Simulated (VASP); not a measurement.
Crystal: In2B.

```xyz
6
Lattice="0.0000 3.8120 3.8120 3.8120 0.0000 3.8120 3.8120 3.8120 0.0000" Properties=species:S:1:pos:R:3 pbc="T T T"
In    4.7650    4.7650    4.7650
In    4.7650    2.8590    2.8590
In    2.8590    2.8590    4.7650
In    2.8590    4.7650    2.8590
B     0.0000    0.0000    0.0000
B     1.9060    1.9060    1.9060
```

```yaml
Program: VASP 6.6.1
Task: relaxation of cell and atoms
Functional: r2SCAN
Potentials_or_basis: VASP PAW PBE potentials, release 64 (In_d, B)
Cutoff: 600 eV
k_mesh: 4 × 4 × 4
Occupations: gaussian, width 0.1 eV
Spin: no spin polarisation
```

At the start: pressure 20.8 GPa; volume 18.46 Å³/atom.

Question: Where does the relaxation end?

Answer: Over 3 steps the energy falls by 266.5 meV/atom and the volume is 23.61 Å³/atom (+27.9 %); space group Fd-3m (No. 227, to 0.1 Å) before and after.

The path:
```csv
step,energy change (eV),largest force (eV/Å),pressure (GPa),volume (Å³)
1,0.0000,0.0000,20.75,110.79
2,-1.4947,0.0000,-2.72,153.73
3,-1.5990,0.0000,0.26,141.68
```

Final structure:
```yaml
crystal:
  lattice:
    - [0.00000, 4.13774, 4.13774]
    - [4.13774, 0.00000, 4.13774]
    - [4.13774, 4.13774, 0.00000]
  atoms:
    - { symbol: In, position: [0.62500, 0.62500, 0.62500] }
    - { symbol: In, position: [0.12500, 0.62500, 0.62500] }
    - { symbol: In, position: [0.62500, 0.62500, 0.12500] }
    - { symbol: In, position: [0.62500, 0.12500, 0.62500] }
    - { symbol: B, position: [0.00000, 0.00000, 0.00000] }
    - { symbol: B, position: [0.25000, 0.25000, 0.25000] }
```

Caveat: the volume moved by over 15 % at a fixed basis, so the end points are rough; the PAW data sets were made with another functional, which shifts forces and pressure a little.
